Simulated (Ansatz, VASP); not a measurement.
Pb2O: VASP beside Ansatz

Contents of INCAR:

```
SYSTEM = Pb2O
  PREC = Accurate
  ENCUT = 520
  EDIFF = 1E-8
  ISMEAR = -1
  SIGMA = 0.05
  LREAL = .False.
  LASPH = .True.
  NELM = 80
  ALGO = Normal
  ISIF = 2
  LWAVE = .False.
  LCHARG = .False.
  GGA = PE
  LEFG = .True.
  NBANDS = 43
```

Contents of KPOINTS:

```
Automatic mesh
0
Gamma
  6 6 6
  0 0 0
```

POSCAR

```
Pb2O
1.0
    5.3800000000      0.0000000000      0.0000000000
    0.0000000000      5.3800000000      0.0000000000
    0.0000000000      0.0000000000      5.3800000000
Pb O
4 2
Direct
    0.2500000000      0.2500000000      0.2500000000
    0.7500000000      0.7500000000      0.2500000000
    0.2500000000      0.7500000000      0.7500000000
    0.7500000000      0.2500000000      0.7500000000
    0.0000000000      0.0000000000      0.0000000000
    0.5000000000      0.5000000000      0.5000000000
```

Input for Ansatz:

```yaml
crystal:
  lattice:
    - [5.38, 0.0, 0.0]
    - [0.0, 5.38, 0.0]
    - [0.0, 0.0, 5.38]
  atoms:
    - { symbol: Pb, position: [0.25, 0.25, 0.25] }
    - { symbol: Pb, position: [0.75, 0.75, 0.25] }
    - { symbol: Pb, position: [0.25, 0.75, 0.75] }
    - { symbol: Pb, position: [0.75, 0.25, 0.75] }
    - { symbol: O, position: [0.0, 0.0, 0.0] }
    - { symbol: O, position: [0.5, 0.5, 0.5] }
kpoints:
  mp_grid: { grid: [6, 6, 6] }
scf:
  occupations: { method: fermi_dirac, width: 0.05 }
hamiltonian:
  xc: pbe
  pseudopotentials: { kind: paw }
output:
  forces: true
  stress: true
  populations: true
  efg: { quadrupole_moments_barn: { O: -0.02558 }, contact_densities: true }
  write_density: true
  write_potential: true
  elf: true
  volumetric_format: npy
```

Alike in both runs: task electric field gradients; functional PBE; k mesh 6 × 6 × 6; occupations fermi-dirac, width 0.05 eV; no spin polarisation.

|  | VASP | Ansatz |
| --- | --- | --- |
| version | VASP 6.6.1 | Ansatz 0.2.0 |
| potentials or method | VASP PAW PBE potentials, release 64 (Pb_d, O) | plane-wave PAW, scalar-relativistic |
| plane-wave cutoff (eV) | 520 | 420 |
| valence electrons in the cell | 68 | 68 |

```tsv
	VASP	Ansatz	Ansatz less VASP
pressure (GPa)	2.8	2.8	-0.01
size of Vzz on the site where it differs most (V/Å²)	79.3	150.0	+70.77
```

The functional is the same, so the differences come from potentials, cutoffs and numerics.

Spin-orbit coupling is off throughout.
